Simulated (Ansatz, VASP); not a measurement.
**Two plane-wave programs on CoSi2**

```
Co Si
1.0
     0.00000    2.68014    2.68014
     2.68014    0.00000    2.68014
     2.68014    2.68014    0.00000
Co Si
1 2
Direct
  0.00000 0.00000 0.00000
  0.75000 0.75000 0.75000
  0.25000 0.25000 0.25000
```

Alike in both runs: functional PBE; k mesh 13 × 13 × 13; occupations methfessel-paxton of order 1, width 0.1 eV; no spin polarisation.

Ansatz relaxed the structure, and its values are those at the end. VASP's run is a single point on that final structure, the one shown.

|  | VASP | Ansatz |
| --- | --- | --- |
| version | VASP 6.6.1 | Ansatz 0.2.0 |
| potentials or method | VASP PAW PBE potentials, release 64 (Co, Si), cutoff 520 eV | plane-wave PAW DFT |
| valence electrons in the cell | 17 | 25 |

VASP gave:

```
pressure (GPa) : -0.3
```

Problem. Which values does Ansatz return?

Solution. Pressure (GPa): 0.0.

VASP's potentials hold 17 valence electrons a cell and Ansatz's 25, so a difference there can come from the potentials and not from the codes.
